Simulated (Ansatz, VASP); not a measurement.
**One calculation of Ti, two programs**

```
Ti
1.0
     5.77293    0.00000    0.00000
    -2.88646    4.99950    0.00000
     0.00000    0.00000   24.86112
Ti
16
Cartesian
  1.4432 0.8333 8.0000
  0.0000 3.3330 8.0000
  4.3297 0.8333 8.0000
  2.8865 3.3330 8.0000
  0.0000 1.6665 10.2870
  -1.4432 4.1663 10.2870
  2.8865 1.6665 10.2870
  1.4432 4.1663 10.2870
  1.4409 0.8319 12.6666
  0.0000 3.3330 12.6511
  4.3321 0.8319 12.6666
  2.8865 3.3357 12.6666
  0.0000 1.6607 14.8620
  -1.4483 4.1692 14.8620
  2.8865 1.6665 14.8128
  1.4483 4.1692 14.8620
```

Alike in both runs: task single point; functional PBE; dispersion D3(BJ); k mesh 4 × 4 × 1; occupations gaussian, width 0.1 eV; no spin polarisation.

|  | VASP | Ansatz |
| --- | --- | --- |
| version | VASP 6.6.1 | Ansatz 0.2.0 |
| potentials or method | VASP PAW PBE potentials, release 64 (Ti_sv), cutoff 520 eV | scalar-relativistic, plane waves, PAW |
| valence electrons in the cell | 192 | 192 |

VASP gave:

```
gap on the k mesh at the Fermi level (eV)  : none
rms of the force components (eV/Å)         : 0.211
work function, face that differs most (eV) : 4.53
```

Task: Estimate Ansatz's values.

Result: gap on the k mesh at the Fermi level (eV): none; rms of the force components (eV/Å): 0.203; work function, face that differs most (eV): 4.54.

Atom by atom the forces differ by 0.011 eV/Å (rms over components). A gap of «none» marks a metal or a gap that the smearing closes.
